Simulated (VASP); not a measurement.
# AlGa3N4 (Pm) in VASP: further runs, part 2 of 2

VASP 6.6.1. The steps go on from the part before.

## Step 3: Single point, r2SCAN (strain +0.0375 x Voigt [0, 0, 1, 0, 0, 0])

Input file POSCAR:

```
AlGa3N4
1.0
    5.1389202027      0.0000000000      0.0000178316
    0.0000000000      3.1634143065      0.0000000000
   -0.0036943801      0.0000000000      5.6823818752
Al Ga N
1 3 4
Direct
    0.0005828856      0.5000000000      0.6672982355
    0.4991712867      0.5000000000      0.3350606990
    0.4992511921      0.0000000000      0.8314570702
    0.9998609978      0.0000000000      0.1661913850
    0.1194130437      0.5000000000      0.3406010341
    0.1173310430      0.0000000000      0.8259310374
    0.6202395493      0.0000000000      0.1661937142
    0.6317500118      0.5000000000      0.6672678245
```

Input file INCAR.step1:

```
SYSTEM = AlGa3N4
  ALGO = Normal
  EDIFF = 1E-4
  ENCUT = 520
  GGA = PE
  ISMEAR = 0
  LASPH = .True.
  LCHARG = .False.
  LREAL = .False.
  LWAVE = .True.
  NBANDS = 41
  NELM = 60
  PREC = Accurate
  SIGMA = 0.05
```

Input file INCAR.step2:

```
SYSTEM = AlGa3N4
  ALGO = Normal
  EDIFF = 1E-6
  ENCUT = 520
  ISIF = 2
  ISMEAR = 0
  ISTART = 1
  LASPH = .True.
  LCHARG = .True.
  LELF = .True.
  LMIXTAU = .True.
  LREAL = .False.
  LVHAR = .True.
  LWAVE = .False.
  METAGGA = R2SCAN
  NBANDS = 41
  NELM = 60
  PREC = Accurate
  SIGMA = 0.05
```

Input file KPOINTS:

```
k-points
0
Gamma
  6 8 4
  0 0 0
```

Potentials or basis: VASP PAW PBE potentials, release 64 (Al, Ga_d, N).

Command:

```
> cat potpaw_PBE.64/Al/POTCAR potpaw_PBE.64/Ga_d/POTCAR potpaw_PBE.64/N/POTCAR > POTCAR
> cp INCAR.step1 INCAR
> mpirun -np 1 vasp_std > vasp.out
> cp INCAR.step2 INCAR
> mpirun -np 1 vasp_std > vasp.out
```

OUTCAR:

```text
SYSTEM = AlGa3N4
   EDIFF = 1E-6
   ENCUT = 520
   ISIF = 2
   ISMEAR = 0
   ISTART = 1
   LASPH = .True.
   LREAL = .False.
   METAGGA = R2SCAN
   NELM = 60
   PREC = Accurate

 ion  position               nearest neighbor table
   1  0.001  0.500  0.667-   8 1.90   6 1.92   6 1.92   5 1.95
   2  0.499  0.500  0.335-   5 1.95   7 1.95   7 1.95   8 2.01
   3  0.499  0.000  0.831-   8 1.96   8 1.96   6 1.96   7 2.00
   4  1.000  0.000  0.166-   7 1.95   5 1.96   5 1.96   6 2.03
   5  0.119  0.500  0.341-   2 1.95   1 1.95   4 1.96   4 1.96
   6  0.117  0.000  0.826-   1 1.92   1 1.92   3 1.96   4 2.03
   7  0.620  0.000  0.166-   4 1.95   2 1.95   2 1.95   3 2.00
   8  0.632  0.500  0.667-   1 1.90   3 1.96   3 1.96   2 2.01

  LATTYP: Found a simple monoclinic cell.
 ALAT       =     5.1389202027
 B/A-ratio  =     0.6155795735
 C/A-ratio  =     1.1057542931
 COS(beta)  =    -0.0006466763

  Lattice vectors:

 A1 = (   5.1389202027,   0.0000000000,   0.0000178316)
 A2 = (   0.0000000000,   3.1634143065,   0.0000000000)
 A3 = (  -0.0036943801,   0.0000000000,   5.6823818752)

Analysis of symmetry for initial positions (statically):
[... 193 lines left out ...]
 k-point     1 :       0.0000    0.0000    0.0000
  band No.  band energies     occupation
      1     -11.4200      2.00000
      2     -10.5269      2.00000
      3     -10.3481      2.00000
      4     -10.0406      2.00000
      5      -8.7328      2.00000
      6      -8.7107      2.00000
[... 1045 lines left out ...]
     40      15.4628      0.00000
     41      15.7120      0.00000

 [... further k-points ...]

------------------------ aborting loop because EDIFF is reached ----------------------------------------

  FORCE on cell =-STRESS in cart. coord.  units (eV):
  Direction    XX          YY          ZZ          XY          YZ          ZX
  --------------------------------------------------------------------------------------
  -------------------------------------------------------------------------------------
  Total       -0.8878768     -1.6291979     -7.9309701      0.0000000      0.0000000     -0.0152395
  in kB      -15.3994392    -28.2570009   -137.5556811      0.0000000      0.0000000     -0.2643163
  external PRESSURE =     -60.4040404 kB  Pullay stress =       0.0000000 kB

 VOLUME and BASIS-vectors are now :
 -----------------------------------------------------------------------------
  energy-cutoff  :      520.00
  volume of cell :       92.38
      direct lattice vectors                 reciprocal lattice vectors
     5.138920203  0.000000000  0.000017832     0.194593408  0.000000000  0.000126514
     0.000000000  3.163414306  0.000000000     0.000000000  0.316114142  0.000000000
    -0.003694380  0.000000000  5.682381875    -0.000000611  0.000000000  0.175982540

 POSITION                                       TOTAL-FORCE (eV/Angst)
 -----------------------------------------------------------------------------------
      0.00053      1.58171      3.79184         0.148417      0.000000     -0.209335
      2.56396      1.58171      1.90395         0.174748      0.000000      0.206586
      2.56254      0.00000      4.72467         0.156390      0.000000      0.240212
      5.13759      0.00000      0.94438         0.134917      0.000000     -0.187576
      0.61240      1.58171      1.93543        -0.190166      0.000000      0.350503
      0.59990      0.00000      4.69326        -0.161844      0.000000      0.167022
      3.18675      0.00000      0.94439        -0.149913      0.000000     -0.293689
      3.24405      1.58171      3.79168        -0.112549      0.000000     -0.273723
 -----------------------------------------------------------------------------------
    total drift:                               -0.041353      0.000000      0.000028

  FREE ENERGIE OF THE ION-ELECTRON SYSTEM (eV)
  ---------------------------------------------------
  free  energy   TOTEN  =       -84.7896820115 eV

  energy  without entropy=      -84.7896820115  energy(sigma->0) =      -84.78968201
```

OUTCAR.step1:

```text
SYSTEM = AlGa3N4
   EDIFF = 1E-4
   ENCUT = 520
   GGA = PE
   ISMEAR = 0
   LASPH = .True.
   LREAL = .False.
   NELM = 60
[... 1302 lines left out ...]
      0.59990      0.00000      4.69326        -0.181465      0.000000      0.149831
      3.18675      0.00000      0.94439        -0.152498      0.000000     -0.290790
      3.24405      1.58171      3.79168        -0.099183      0.000000     -0.268105
 -----------------------------------------------------------------------------------
    total drift:                               -0.000919      0.000000      0.003230

  FREE ENERGIE OF THE ION-ELECTRON SYSTEM (eV)
  ---------------------------------------------------
  free  energy   TOTEN  =       -51.2609007007 eV

  energy  without entropy=      -51.2609007007  energy(sigma->0) =      -51.26090070
```

Wall time 17 min (1 thread of Oxide Virtual Turin-like, shared host); peak memory 0.32 GiB.

What came out:

```yaml
Free_energy: -84.7897 eV
Pressure: -6.0 GPa
Largest_force: 0.399 eV/Å
Band_gap_on_the_k_mesh: 2.55 eV
```

Forces in eV/Å, atoms in the order of the input:
```
Al   0.148  0.000 -0.209
Ga   0.175  0.000  0.207
Ga   0.156  0.000  0.240
Ga   0.135  0.000 -0.188
N   -0.190  0.000  0.351
N   -0.162  0.000  0.167
N   -0.150  0.000 -0.294
N   -0.113  0.000 -0.274
```

Stress tensor (GPa, compression positive):
```
 -1.54   0.00  -0.03
  0.00  -2.83   0.00
 -0.03   0.00 -13.76
```

Levels at points of the mesh, in eV from the valence-band top:
| k point | band 29 | band 30 | band 31 | band 32 | band 33 | band 34 |
| --- | --- | --- | --- | --- | --- | --- |
| (0.00, 0.00, 0.00) | -0.21 | -0.10 | 0.00 | 2.55 | 4.77 | 5.94 |
| (0.50, 0.00, 0.00) | -0.69 | -0.55 | -0.38 | 4.69 | 4.84 | 5.07 |
| (0.00, 0.50, 0.00) | -2.02 | -1.90 | -1.84 | 6.18 | 6.21 | 7.14 |
| (0.50, 0.50, 0.00) | -1.40 | -1.38 | -1.35 | 6.22 | 6.31 | 6.44 |
| (0.00, 0.00, 0.50) | -0.65 | -0.54 | -0.25 | 4.89 | 5.15 | 6.60 |
| (0.50, 0.00, 0.50) | -1.08 | -1.06 | -1.02 | 5.79 | 5.86 | 5.97 |
| (0.00, 0.50, 0.50) | -2.13 | -1.10 | -0.97 | 4.97 | 5.39 | 5.89 |
| (0.50, 0.50, 0.50) | -1.69 | -1.62 | -1.59 | 4.71 | 4.81 | 4.82 |

Caveat: the cell differs from its parent crystal (strain +0.0375 x Voigt [0, 0, 1, 0, 0, 0]); the stress differs along the axes, from -14 to -2 GPa; the PAW data sets were made with another functional, which shifts forces and pressure a little.

## Step 4: Single point, r2SCAN (strain +0.0750 x Voigt [0, 0, 1, 0, 0, 0])

POSCAR, as its differences from that of step 3:

```diff
@@ -2,5 +2,5 @@
 1.0
-    5.1389202027      0.0000000000      0.0000178316
+    5.1389202027      0.0000000000      0.0000184761
     0.0000000000      3.1634143065      0.0000000000
-   -0.0036943801      0.0000000000      5.6823818752
+   -0.0036943801      0.0000000000      5.8877691719
 Al Ga N
```

Input file INCAR.step1:

```
PREC = Accurate
ENCUT = 520
ISMEAR = 0
SIGMA = 0.05
LREAL = F
LASPH = T
NELM = 60
NBANDS = 41
GGA = PE
ALGO = Normal
EDIFF = 1E-4
LWAVE = T
LCHARG = F
```

Input file INCAR.step2:

```
PREC = Accurate
ENCUT = 520
EDIFF = 1E-6
ISMEAR = 0
SIGMA = 0.05
LREAL = F
LASPH = T
NELM = 60
ALGO = Normal
ISIF = 2
LWAVE = F
LCHARG = T
METAGGA = R2SCAN
LMIXTAU = T
LELF = T
LVHAR = T
NBANDS = 41
ISTART = 1
```

Input file KPOINTS:

```
Automatic mesh
0
Gamma
  6 8 4
```

Command:

```
> cat potpaw_PBE.64/Al/POTCAR potpaw_PBE.64/Ga_d/POTCAR potpaw_PBE.64/N/POTCAR > POTCAR
> cp INCAR.step1 INCAR
> mpirun -np 1 vasp_std > vasp.out
> cp INCAR.step2 INCAR
> mpirun -np 1 vasp_std > vasp.out
```

Run time: 20 min. Hardware: 1 thread of Oxide Virtual Turin-like, shared host; peak memory 0.33 GiB.

It converged, with:

| Item | Value |
| --- | --- |
| Free energy | -84.3877 eV |
| Pressure | -11.1 GPa |
| Largest force | 0.533 eV/Å |
| Band gap on the k mesh | 2.19 eV |

Forces on the atoms (eV/Å):
```
Al   0.233  0.000 -0.235
Ga   0.279  0.000  0.249
Ga   0.253  0.000  0.291
Ga   0.210  0.000 -0.206
N   -0.287  0.000  0.450
N   -0.220  0.000  0.227
N   -0.236  0.000 -0.402
N   -0.233  0.000 -0.374
```

Stress tensor (GPa, compression positive):
```
 -3.46   0.00  -0.04
  0.00  -5.40   0.00
 -0.04   0.00 -24.55
```

Levels at points of the mesh, in eV from the valence-band top:
```tsv
k point	band 27	band 28	band 29	band 30	band 31	band 32	band 33	band 34	band 35	band 36
(0.00, 0.00, 0.00)	-1.12	-0.63	-0.38	-0.14	0.00	2.19	4.23	5.98	6.38	6.68
(0.50, 0.00, 0.00)	-1.47	-1.07	-0.74	-0.68	-0.41	4.25	4.45	5.03	5.35	8.18
(0.00, 0.50, 0.00)	-3.53	-2.02	-1.95	-1.93	-1.84	6.14	6.15	6.67	6.98	7.31
(0.50, 0.50, 0.00)	-3.19	-1.63	-1.34	-1.32	-1.29	6.01	6.07	6.20	6.52	7.41
(0.00, 0.00, 0.50)	-1.65	-0.88	-0.74	-0.47	-0.18	4.59	4.92	6.30	6.76	7.48
(0.50, 0.00, 0.50)	-1.82	-1.42	-0.99	-0.97	-0.94	5.58	5.67	5.76	6.14	7.27
(0.00, 0.50, 0.50)	-2.94	-2.17	-2.12	-1.17	-1.05	4.48	4.95	5.43	5.81	6.58
(0.50, 0.50, 0.50)	-2.06	-1.95	-1.63	-1.56	-1.54	4.42	4.53	4.56	5.07	7.43
```

Caveat: the cell differs from its parent crystal (strain +0.0750 x Voigt [0, 0, 1, 0, 0, 0]); the stress differs along the axes, from -25 to -3 GPa; the PAW data sets were made with another functional, which shifts forces and pressure a little.

## Step 5: Overview

```csv
cell,gap on the mesh (eV),pressure (GPa),largest force (eV/Å)
"a = 5.139, b = 3.163, c = 6.299 Å, 8 atoms",1.38,-17.9,0.45
"a = 5.139, b = 3.163, c = 5.682 Å, 8 atoms",2.55,-6.0,0.40
"a = 5.139, b = 3.163, c = 5.888 Å, 8 atoms",2.19,-11.1,0.53
```

Alike in all rows: task single point; level r2SCAN; potentials or basis VASP PAW PBE potentials, release 64 (Al, Ga_d, N); no spin polarisation; k mesh 6 × 8 × 4; cutoff (eV) 520; smearing gaussian 0.05 eV.

Caveats: the PAW data sets were made with another functional, which shifts forces and pressure a little; the stress differs along the axes, from -38 to -7 GPa (at least some runs); the stress differs along the axes, from -14 to -2 GPa (at least some runs); the stress differs along the axes, from -25 to -3 GPa (at least some runs).

Total energies depend on the potentials used, so only differences within one code and one set of settings carry meaning.
